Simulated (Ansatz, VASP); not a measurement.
One calculation of P, two programs

File INCAR:

```
SYSTEM = P
PREC     = Accurate       ! precision mode
ENCUT    = 520            ! plane-wave cutoff, eV
EDIFF    = 1E-6           ! SCF threshold, eV
ISMEAR   = 0              ! smearing method
SIGMA    = 0.15           ! smearing width, eV
LREAL    = .False.        ! projectors in reciprocal space
LASPH    = .True.         ! aspherical terms in the spheres
NELM     = 60             ! most SCF steps
ALGO     = Normal         ! electronic algorithm
ISIF     = 2              ! what is computed and relaxed
LWAVE    = .False.        ! write WAVECAR
LCHARG   = .False.        ! write CHGCAR
GGA      = PS             ! functional
NBANDS   = 12             ! bands
```

File KPOINTS:

```
regular mesh
0
Gamma
  18 18 18
  0 0 0
```

POSCAR

```
P
1.0
   -1.8268308465      2.7163782403      2.0076596667
    1.8268308465     -2.7163782403      2.0076596667
    1.8268308465      2.7163782403     -2.0076596667
P
2
Direct
    0.8033091100      0.0533091100      0.7500000000
    0.1966908900      0.9466908900      0.2500000000
```

Input for Ansatz:

```yaml
crystal:
  lattice:
    - [-1.8268308465, 2.7163782403, 2.0076596667]
    - [1.8268308465, -2.7163782403, 2.0076596667]
    - [1.8268308465, 2.7163782403, -2.0076596667]
  atoms:
    - { symbol: P, position: [0.80330911, 0.05330911, 0.75] }
    - { symbol: P, position: [0.19669089, 0.94669089, 0.25] }
basis:
  ecutwfc: 420
kpoints:
  mp_grid: { grid: [18, 18, 18] }
hamiltonian:
  xc: pbesol
scf:
  occupations: { method: gaussian, width: 0.15 }
output:
  forces: true
  stress: true
  eigenvalues: true
```

Change from the starting cell: strain +0.080 along x and y, +0.080 along z, atoms carried along.

Alike in both runs: task single point; functional PBEsol; k mesh 18 × 18 × 18; occupations gaussian, width 0.15 eV; no spin polarisation.

|  | VASP | Ansatz |
| --- | --- | --- |
| version | VASP 6.6.1 | Ansatz 0.2.0 |
| potentials or method | VASP PAW PBE potentials, release 64 (P), cutoff 520 eV | scalar-relativistic, plane waves, PAW |
| valence electrons in the cell | 10 | 10 |

|  | VASP | Ansatz | Ansatz less VASP |
| --- | --- | --- | --- |
| gap on the k mesh at the Fermi level (eV) | none | none | - |
| pressure (GPa) | -15.2 | -15.2 | 0.00 |
| traceless stress, the component that is largest in VASP (GPa) | -2.48 | -2.40 | +0.078 |
| rms of the force components (eV/Å) | 0.532 | 0.521 | -0.0113 |

VASP's potentials were made for PBE, not for PBEsol. Atom by atom the forces differ by 0.011 eV/Å (rms over components). A gap of «none» marks a metal or a gap that the smearing closes. With one functional, cell and mesh, what is left measures potentials, basis and numerics.
